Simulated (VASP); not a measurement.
**ZnF2: relaxation of the atoms with r2SCAN**

The system is ZnF2.

```xyz
6
Lattice="4.6078 0.0000 0.0000 0.0000 4.6078 0.0000 0.0000 0.0000 3.0653" Properties=species:S:1:pos:R:3 pbc="T T T"
Zn    0.0000    0.0000    0.0000
Zn    2.3039    2.3039    1.5326
F     1.3971    1.3971    0.0000
F     0.9068    3.7010    1.5326
F     3.2106    3.2106    0.0000
F     3.7010    0.9068    1.5326
```

* Program: VASP 6.6.1
* Task: relaxation of the atoms
* Functional: r2SCAN
* Potentials or basis: VASP PAW PBE potentials, release 64 (Zn, F)
* Cutoff: 580 eV
* k mesh: 6 × 6 × 10
* Occupations: fermi-dirac, width 0.02 eV
* Spin: no spin polarisation
* Dipole correction: no
* Further INCAR settings: ALGO = Normal; EDIFF = 1e-07; IBRION = 2; EDIFFG = -0.01; NSW = 50

```
Energy gained by relaxing : 0.4 meV/atom
Ionic steps               : 4
Pressure after relaxing   : 9.2 GPa
Band gap on the k mesh    : 4.28 eV
```

Stress tensor (GPa, compression positive):
```
 8.73  0.00  0.00
 0.00  8.73  0.00
 0.00  0.00 10.18
```

The path:
```csv
step,energy change (eV),largest force (eV/Å),pressure (GPa)
1,0.0000,0.1229,9.40
2,-0.0021,0.0539,9.29
3,-0.0024,0.0250,9.18
4,-0.0025,0.0000,9.21
```

Final structure:
```
Zn F
1.0
     4.60779    0.00000    0.00000
     0.00000    4.60779    0.00000
     0.00000    0.00000    3.06525
Zn F
2 4
Direct
  0.00000 0.00000 0.00000
  0.50000 0.50000 0.50000
  0.30158 0.30158 0.00000
  0.19842 0.80158 0.50000
  0.69842 0.69842 0.00000
  0.80158 0.19842 0.50000
```

Levels at points of the mesh, in eV from the valence-band top:
| k point | band 22 | band 23 | band 24 | band 25 | band 26 | band 27 | band 28 | band 29 | band 30 | band 31 |
| --- | --- | --- | --- | --- | --- | --- | --- | --- | --- | --- |
| (0.00, 0.00, 0.00) | -1.84 | -1.75 | -0.51 | -0.51 | 0.00 | 4.28 | 10.42 | 10.42 | 10.65 | 14.23 |
| (0.50, 0.00, 0.00) | -2.05 | -0.77 | -0.77 | -0.62 | -0.62 | 7.01 | 7.01 | 11.42 | 11.42 | 14.14 |
| (0.50, 0.50, 0.00) | -1.63 | -1.58 | -1.58 | -0.53 | -0.53 | 8.12 | 8.12 | 9.92 | 9.92 | 15.87 |
| (0.00, 0.00, 0.50) | -1.74 | -1.41 | -1.41 | -1.37 | -1.37 | 9.39 | 9.39 | 13.00 | 13.00 | 14.17 |
| (0.50, 0.00, 0.50) | -2.43 | -1.67 | -1.67 | -0.14 | -0.14 | 10.06 | 10.06 | 11.24 | 11.24 | 15.14 |
| (0.50, 0.50, 0.50) | -1.97 | -1.41 | -1.41 | -0.88 | -0.88 | 9.28 | 9.28 | 12.24 | 12.24 | 13.41 |

It took 3.8 min on 4 MPI ranks on Intel(R) Xeon(R) Platinum 8488C (Sapphire Rapids), with other jobs on the host, peak memory 0.25 GiB a rank.

Caveat: the PAW data sets were made with another functional, which shifts forces and pressure a little. A k mesh can miss the band edges.
